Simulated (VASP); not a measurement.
Crystal: FeGe.

```
Fe Ge
1.0
     2.90302    0.00000    0.00000
    -1.45151    2.51409    0.00000
     0.00000    0.00000    4.40368
Fe Ge
1 1
Direct
  0.00000 0.00000 0.00000
  0.33333 0.66667 0.50000
```

```yaml
Program: VASP 6.6.1
Task: relaxation of cell and atoms
Functional: PBE
Potentials_or_basis: VASP PAW PBE potentials, release 64 (Fe, Ge_d)
Cutoff: 600 eV
k_mesh: 6 × 6 × 4
Occupations: gaussian, width 0.1 eV
Spin: collinear spin, ferromagnetic start
Starting_moments: "[4.0, 0.0] μB"
```

At the start: pressure -13.1 GPa; volume 16.07 Å³/atom.

Task: Where does the relaxation end?

Result: Over 13 steps the energy falls by 269.5 meV/atom and the volume is 13.62 Å³/atom (-15.3 %); space group P-6m2 (No. 187, to 0.05 Å); moment 1.75 μB per cell.

Step by step:
```
step  energy change (eV)  largest force (eV/Å)  pressure (GPa)  volume (Å³)
   1              0.0000                0.0000          -13.06        32.14
   2             -0.3874                0.0000            1.23        26.39
   3             -0.3912                0.0000            3.52        25.96
   4             -0.4857                0.0000            2.97        25.67
   5             -0.4913                0.0000            3.98        25.53
   6             -0.5209                0.0000            0.23        26.83
   7             -0.5210                0.0000            0.01        26.87
   8             -0.5295                0.0000           -2.27        27.45
   9             -0.5297                0.0000           -3.06        27.63
  10             -0.5371                0.0000           -1.78        27.47
  11             -0.5383                0.0000           -1.03        27.38
  12             -0.5384                0.0000           -0.99        27.38
  13             -0.5391                0.0000           -0.35        27.24
```

Final structure:
```cif
data_structure
_symmetry_space_group_name_H-M 'P 1'
_symmetry_Int_Tables_number 1
_cell_length_a 2.9804
_cell_length_b 2.9804
_cell_length_c 3.5406
_cell_angle_alpha 90.000
_cell_angle_beta 90.000
_cell_angle_gamma 120.000
_cell_volume 27.24
loop_
_atom_site_label
_atom_site_type_symbol
_atom_site_fract_x
_atom_site_fract_y
_atom_site_fract_z
_atom_site_occupancy
Fe1 Fe 0.00000 0.00000 0.00000 1
Ge1 Ge 0.33333 0.66667 0.50000 1
```

Caveat: the k points lie up to 0.44 Å⁻¹ apart in the final cell; the volume moved by over 15 % at a fixed basis, so the end points are rough.
